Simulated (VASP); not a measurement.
Si: single point with PBE

The system is Si.

```
CELL_PARAMETERS angstrom
0.00000 0.00000 2.46635
2.62054 0.00000 0.00000
0.00000 4.53891 0.00000
ATOMIC_POSITIONS crystal
Si 0.86500 0.02041 0.90928
Si 0.13500 0.47959 0.59072
```

This cell differs from its parent crystal: atoms moved at random.

* Program: VASP 6.6.1
* Task: single point
* Functional: PBE
* Potentials or basis: VASP PAW PBE potentials, release 64 (Si)
* Cutoff: 520 eV
* k mesh: 11 × 10 × 6
* Occupations: fermi-dirac, width 0.05 eV
* Spin: no spin polarisation
* Dipole correction: no
* Further INCAR settings: ALGO = Normal; EDIFF = 1e-06; NBANDS = 11

```yaml
Pressure: 42.6 GPa
Largest_force: 8.056 eV/Å
Band_gap_on_the_k_mesh: zero (bands 4 and 5 overlap by 4.19 eV)
```

Forces on the atoms (eV/Å):
```
Si  -1.518  7.618 -2.136
Si   1.518 -7.618  2.136
```

Stress tensor (GPa, compression positive):
```
 46.65 -12.22   4.46
-12.22  54.20 -18.73
  4.46 -18.73  26.99
```

Levels at points of the mesh, in eV from the Fermi level:
```csv
k point,band 1,band 2,band 3,band 4,band 5,band 6,band 7,band 8,band 9
"(0.00, 0.00, 0.00)",-15.85,-7.46,-5.13,2.64,4.17,5.82,7.41,10.88,11.82
"(0.00, 0.50, 0.00)",-10.97,-10.50,-2.86,-2.72,0.22,0.70,10.37,10.97,11.17
"(0.00, 0.00, 0.50)",-15.57,-9.78,0.09,2.79,3.21,4.45,6.26,8.37,9.46
"(0.00, 0.50, 0.50)",-10.73,-10.24,-4.86,-4.56,4.93,5.57,7.86,8.14,11.10
```

It took 110 s on 1 thread of Intel Xeon 8259CL, with other jobs on the host, peak memory 0.2 GiB.

Caveat: the cell differs from its parent crystal (atoms moved at random); the cell stands under pressure; forces of over 1 eV/Å act on the atoms, so gaps and moduli don't describe the material at rest.
